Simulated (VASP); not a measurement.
Wanted: the native input for a VASP 6.6.1 run.

| Property | Result |
| --- | --- |
| Task | single point |
| Functional | PBEsol |
| Potentials or basis | VASP PAW PBE potentials, release 64 (Be, Se) |
| Cutoff | 520 eV |
| k mesh | 3 × 3 × 3 |
| Occupations | gaussian, width 0.1 eV |
| Spin | no spin polarisation |
| Dipole correction | no |
| Further INCAR settings | LREAL = Auto; ALGO = Normal; EDIFF = 1e-06; NBANDS = 44 |

The structure of Be7Se8 (a cell with a defect) lies in POSCAR:

```
Be7Se8
1.0
    0.0000000000      5.1164660000      5.1164660000
    5.1164660000      0.0000000000      5.1164660000
    5.1164660000      5.1164660000      0.0000000000
Be Se
7 8
Direct
    0.0007512021     -0.0016975584      0.0011387743
    0.0007155329     -0.0014539332      0.5028474732
    0.0007656652      0.5004359454      0.0009167461
    0.4997994710     -0.0006658893      0.0019796868
    0.4989783964     -0.0015710062      0.5028756177
    0.4987022292      0.5004258799      0.0010243398
    0.4988343517      0.5004135667      0.5029622009
    0.1248274688      0.1244107749      0.1269214923
    0.1250738303      0.1236896717      0.6272002980
    0.1248574700      0.6244487895      0.1267036662
    0.1249492325      0.6245892184      0.6271050174
    0.6247779229      0.1244026639      0.1269538388
    0.6247819296      0.1244361831      0.6270131571
    0.6247767502      0.6244235767      0.1269499299
    0.6244071592      0.6245297047      0.6271422501
```

These files were run (other wordings do the same):

INCAR

```
  ALGO = Normal
  EDIFF = 1E-6
  ENCUT = 520
  GGA = PS
  ISIF = 2
  ISMEAR = 0
  LASPH = T
  LCHARG = F
  LREAL = Auto
  LWAVE = F
  NBANDS = 44
  NELM = 80
  PREC = Accurate
  SIGMA = 0.1
```

KPOINTS

```
k-points
0
Gamma
  3 3 3
```

Potentials or basis: VASP PAW PBE potentials, release 64 (Be, Se).

Launch:

```sh
$ cat potpaw_PBE.64/Be/POTCAR potpaw_PBE.64/Se/POTCAR > POTCAR
$ mpirun -np 1 vasp_std > vasp.out
```

It gave:

- Pressure: -0.6 GPa
- Largest force: 0.022 eV/Å
- Band gap on the k mesh: zero (bands 31 and 32 overlap by 0.51 eV)

Caveat: the PAW data sets were made with another functional, which shifts forces and pressure a little.

Wall time 2.3 min on 1 thread of Intel(R) Xeon(R) 6975P-C (Granite Rapids) (shared host), peak memory 0.42 GiB.
